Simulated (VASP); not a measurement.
# ZnS (I-4m2) in VASP: further runs, part 2 of 2

VASP 6.6.1.

## (4) Single point, PBE (strain +0.1125 x Voigt [0, 0, 1, 0, 0, 0])

File INCAR:

```
SYSTEM = ZnS
PREC = Accurate
ENCUT = 520
EDIFF = 1E-6
ISMEAR = 0
SIGMA = 0.05
LREAL = .FALSE.
LASPH = .TRUE.
NELM = 60
ALGO = Normal
ISIF = 2
LWAVE = .FALSE.
LCHARG = .FALSE.
GGA = PE
NBANDS = 16
```

File KPOINTS:

```
Automatic mesh
0
G
  8 8 8
  0 0 0
```

File POSCAR:

```
ZnS
1.0
    0.0000000000      2.7215639840      3.0277399322
    2.7215639840      0.0000000000      3.0277399322
    2.7215639840      2.7215639840      0.0000000000
Zn S
1 1
Direct
    0.0000000000      0.0000000000      0.0000000000
    0.7500000000      0.7500000000      0.7500000000
```

Potentials or basis: VASP PAW PBE potentials, release 64 (Zn, S).

Launch:

```sh
$ cat potpaw_PBE.64/Zn/POTCAR potpaw_PBE.64/S/POTCAR > POTCAR
$ mpirun -np 1 vasp_std > vasp.out
```

OUTCAR:

```text
SYSTEM = ZnS
   PREC = Accurate
   ENCUT = 520
   EDIFF = 1E-6
   ISMEAR = 0
   LREAL = .FALSE.
   LASPH = .TRUE.
   NELM = 60
   ISIF = 2
   GGA = PE

 ion  position               nearest neighbor table
   1  0.000  0.000  0.000-   2 2.45   2 2.45   2 2.45   2 2.45
   2  0.750  0.750  0.750-   1 2.45   1 2.45   1 2.45   1 2.45

  LATTYP: Found a body centered tetragonal cell.
 ALAT       =     3.8488726970
 C/A-ratio  =     1.5733125881

  Lattice vectors:

 A1 = (  -2.7215639840,   0.0000000000,   3.0277399322)
[... 626 lines left out ...]
      4      -4.7419      2.00000
      5      -4.5723      2.00000
      6      -4.5221      2.00000
[... 8 lines left out ...]
     15      13.0334      0.00000
     16      14.1715      0.00000

 [... further k-points ...]
[... 5 lines left out ...]
  --------------------------------------------------------------------------------------
  -------------------------------------------------------------------------------------
  Total       -1.1604881     -1.1604881     -2.6306080      0.0000000      0.0000000      0.0000000
  in kB      -41.4539193    -41.4539193    -93.9682324      0.0000000      0.0000000      0.0000000
  external PRESSURE =     -58.9586903 kB  Pullay stress =       0.0000000 kB

 VOLUME and BASIS-vectors are now :
 -----------------------------------------------------------------------------
  energy-cutoff  :      520.00
  volume of cell :       44.85
      direct lattice vectors                 reciprocal lattice vectors
     0.000000000  2.721563984  3.027739932    -0.183717893  0.183717893  0.165139679
     2.721563984  0.000000000  3.027739932     0.183717893 -0.183717893  0.165139679
     2.721563984  2.721563984  0.000000000     0.183717893  0.183717893 -0.165139679

 POSITION                                       TOTAL-FORCE (eV/Angst)
 -----------------------------------------------------------------------------------
      0.00000      0.00000      0.00000         0.000000      0.000000      0.000000
      4.08235      4.08235      4.54161        -0.000000     -0.000000     -0.000000
 -----------------------------------------------------------------------------------
    total drift:                                0.000001      0.000001      0.000002

  FREE ENERGIE OF THE ION-ELECTRON SYSTEM (eV)
  ---------------------------------------------------
  free  energy   TOTEN  =        -6.7159322564 eV

  energy  without entropy=       -6.7159322564  energy(sigma->0) =       -6.71593226
```

OSZICAR:

```text
N       E                     dE             d eps       ncg     rms          rms(c)
DAV:   1     0.894345547309E+02    0.89435E+02   -0.89751E+03  1888   0.130E+03
DAV:   2    -0.809485277128E+00   -0.90244E+02   -0.84529E+02  2112   0.255E+02
DAV:   3    -0.709634153885E+01   -0.62869E+01   -0.62581E+01  2440   0.650E+01
DAV:   4    -0.716523005651E+01   -0.68889E-01   -0.68870E-01  2304   0.719E+00
DAV:   5    -0.716613856664E+01   -0.90851E-03   -0.90848E-03  2496   0.767E-01    0.547E+00
DAV:   6    -0.673392131823E+01    0.43222E+00   -0.77320E-01  2888   0.282E+01    0.436E+00
DAV:   7    -0.671645980366E+01    0.17462E-01   -0.21409E-01  2208   0.403E+00    0.230E+00
DAV:   8    -0.671542225285E+01    0.10376E-02   -0.49421E-03  2312   0.649E-01    0.562E-01
DAV:   9    -0.671574679081E+01   -0.32454E-03   -0.10689E-03  2312   0.267E-01    0.121E-01
DAV:  10    -0.671592797486E+01   -0.18118E-03   -0.18757E-04  2344   0.157E-01    0.609E-02
DAV:  11    -0.671593016433E+01   -0.21895E-05   -0.45381E-05  2408   0.115E-01    0.637E-03
DAV:  12    -0.671593216582E+01   -0.20015E-05   -0.39291E-06  2360   0.244E-02    0.628E-03
DAV:  13    -0.671593225645E+01   -0.90625E-07   -0.72565E-07  1936   0.125E-02
   1 F= -.67159323E+01 E0= -.67159323E+01  d E =-.744327E-14
```

stdout:

```text
POSCAR found type information on POSCAR ZnS
 POSCAR found :  2 types and       2 ions
 scaLAPACK will be used
 LDA part: xc-table for (Slater+PW92), standard interpolation
 POSCAR, INCAR and KPOINTS ok, starting setup
 FFT: planning ... GRIDC
 FFT: planning ... GRID_SOFT
 FFT: planning ... GRID
 WAVECAR not read
 entering main loop
```

It took 30 s on 1 thread of AMD EPYC 7R43 (Zen 3), shared host; peak memory 0.15 GiB.

What came out:

```yaml
Free_energy: -6.7159 eV
Pressure: -5.9 GPa
Band_gap_on_the_k_mesh: 1.38 eV, direct
```

Levels at points of the mesh, in eV from the valence-band top:
```tsv
k point	band 7	band 8	band 9	band 10	band 11	band 12
(0.00, 0.00, 0.00)	-0.41	0.00	0.00	1.38	6.37	6.37
(0.50, 0.00, 0.00)	-4.59	-1.09	-0.54	2.78	6.61	7.27
(0.50, 0.50, 0.00)	-4.57	-1.56	-1.56	3.88	4.50	9.31
(0.50, 0.00, 0.50)	-3.97	-2.12	-1.97	3.41	3.59	10.23
```

Caveat: the cell differs from its parent crystal (strain +0.1125 x Voigt [0, 0, 1, 0, 0, 0]).

## (5) Single point, PBE (strain +0.1312 x Voigt [0, 0, 1, 0, 0, 0])

File INCAR:

```
  PREC = Accurate
  ENCUT = 520
  EDIFF = 1E-7
  ISMEAR = 0
  SIGMA = 0.05
  LREAL = F
  LASPH = T
  NELM = 60
  ALGO = Normal
  ISIF = 2
  LWAVE = F
  LCHARG = F
  GGA = PE
  NBANDS = 16
```

File KPOINTS:

```
Automatic mesh
0
Gamma
  8 8 8
```

File POSCAR:

```
ZnS
1.0
    0.0000000000      2.7215639840      3.0786331787
    2.7215639840      0.0000000000      3.0786331787
    2.7215639840      2.7215639840      0.0000000000
Zn S
1 1
Direct
    0.0000000000      0.0000000000      0.0000000000
    0.7500000000      0.7500000000      0.7500000000
```

Launch:

```sh
$ cat potpaw_PBE.64/Zn/POTCAR potpaw_PBE.64/S/POTCAR > POTCAR
$ mpirun -np 1 vasp_std > vasp.out
```

It took 32 s on 1 thread of AMD EPYC 7R43 (Zen 3), shared host; peak memory 0.16 GiB.

Results (log left out):

- Free energy: -6.6687 eV
- Pressure: -6.6 GPa
- Band gap on the k mesh: 1.27 eV, direct

Stress tensor (GPa, compression positive):
```
 -4.54   0.00   0.00
  0.00  -4.54   0.00
  0.00   0.00 -10.71
```

Levels at points of the mesh, in eV from the valence-band top:
```tsv
k point	band 6	band 7	band 8	band 9	band 10	band 11	band 12	band 13
(0.00, 0.00, 0.00)	-5.70	-0.48	0.00	0.00	1.27	6.37	6.37	6.41
(0.50, 0.00, 0.00)	-5.56	-4.51	-1.13	-0.50	2.68	6.58	7.31	8.13
(0.50, 0.50, 0.00)	-5.63	-4.58	-1.48	-1.48	3.94	4.54	9.10	10.93
(0.50, 0.00, 0.50)	-5.50	-3.90	-2.11	-1.94	3.40	3.51	9.97	10.13
```

Caveat: the cell differs from its parent crystal (strain +0.1312 x Voigt [0, 0, 1, 0, 0, 0]).

## (6) Single point, PBE (strain +0.1500 x Voigt [0, 0, 1, 0, 0, 0])

File INCAR:

```
SYSTEM = ZnS
PREC     = Accurate       ! precision mode
ENCUT    = 520            ! plane-wave cutoff, eV
EDIFF    = 1E-6           ! SCF threshold, eV
ISMEAR   = 0              ! smearing method
SIGMA    = 0.05           ! smearing width, eV
LREAL    = .False.        ! projectors in reciprocal space
LASPH    = .True.         ! aspherical terms in the spheres
NELM     = 80             ! most SCF steps
ALGO     = Normal         ! electronic algorithm
ISIF     = 2              ! what is computed and relaxed
LWAVE    = .False.        ! write WAVECAR
LCHARG   = .False.        ! write CHGCAR
GGA      = PE             ! functional
NBANDS   = 16             ! bands
```

File KPOINTS:

```
Automatic mesh
0
Gamma
  8 8 8
  0 0 0
```

File POSCAR:

```
ZnS
1.0
    0.0000000000      2.7215639840      3.1297985816
    2.7215639840      0.0000000000      3.1297985816
    2.7215639840      2.7215639840      0.0000000000
Zn S
1 1
Direct
    0.0000000000      0.0000000000      0.0000000000
    0.7500000000      0.7500000000      0.7500000000
```

Potentials or basis: VASP PAW PBE potentials, release 64 (Zn, S).

Launch:

```sh
$ cat potpaw_PBE.64/Zn/POTCAR potpaw_PBE.64/S/POTCAR > POTCAR
$ mpirun -np 1 vasp_std > vasp.out
```

It took 31 s on 1 thread of AMD EPYC 7R43 (Zen 3), shared host; peak memory 0.16 GiB.

The run converged. Its results:

```
Free energy            : -6.6151 eV
Pressure               : -7.2 GPa
Band gap on the k mesh : 1.16 eV, direct
```

Stress tensor (GPa, compression positive):
```
 -4.86   0.00   0.00
  0.00  -4.86   0.00
  0.00   0.00 -11.97
```

Levels at points of the mesh, in eV from the valence-band top:
```tsv
k point	band 5	band 6	band 7	band 8	band 9	band 10	band 11	band 12	band 13	band 14
(0.00, 0.00, 0.00)	-5.71	-5.70	-0.55	0.00	0.00	1.16	6.36	6.36	6.42	9.86
(0.50, 0.00, 0.00)	-5.68	-5.57	-4.43	-1.16	-0.46	2.58	6.55	7.34	8.02	11.21
(0.50, 0.50, 0.00)	-5.68	-5.65	-4.59	-1.40	-1.40	3.99	4.57	8.90	10.80	10.80
(0.50, 0.00, 0.50)	-5.67	-5.50	-3.82	-2.10	-1.92	3.39	3.43	9.71	10.02	10.56
```

Caveat: the cell differs from its parent crystal (strain +0.1500 x Voigt [0, 0, 1, 0, 0, 0]).

## (7) The runs side by side

| cell | gap on the mesh (eV) | pressure (GPa) |
| --- | --- | --- |
| a = 3.777, b = 3.777, c = 3.849 Å, angles 59.4, 59.4, 61.3°, 2 atoms | 2.10 | 3.1 |
| a = 3.996, b = 3.996, c = 3.849 Å, angles 61.2, 61.2, 57.6°, 2 atoms | 1.60 | -4.3 |
| a = 4.071, b = 4.071, c = 3.849 Å, angles 61.8, 61.8, 56.4°, 2 atoms | 1.38 | -5.9 |
| a = 4.109, b = 4.109, c = 3.849 Å, angles 62.1, 62.1, 55.9°, 2 atoms | 1.27 | -6.6 |
| a = 4.148, b = 4.148, c = 3.849 Å, angles 62.4, 62.4, 55.3°, 2 atoms | 1.16 | -7.2 |

Alike in all rows: task single point; level PBE; potentials or basis VASP PAW PBE potentials, release 64 (Zn, S); no spin polarisation; k mesh 8 × 8 × 8; cutoff (eV) 520; smearing gaussian 0.05 eV.

Absolute energies hang on the potentials; compare differences alone.
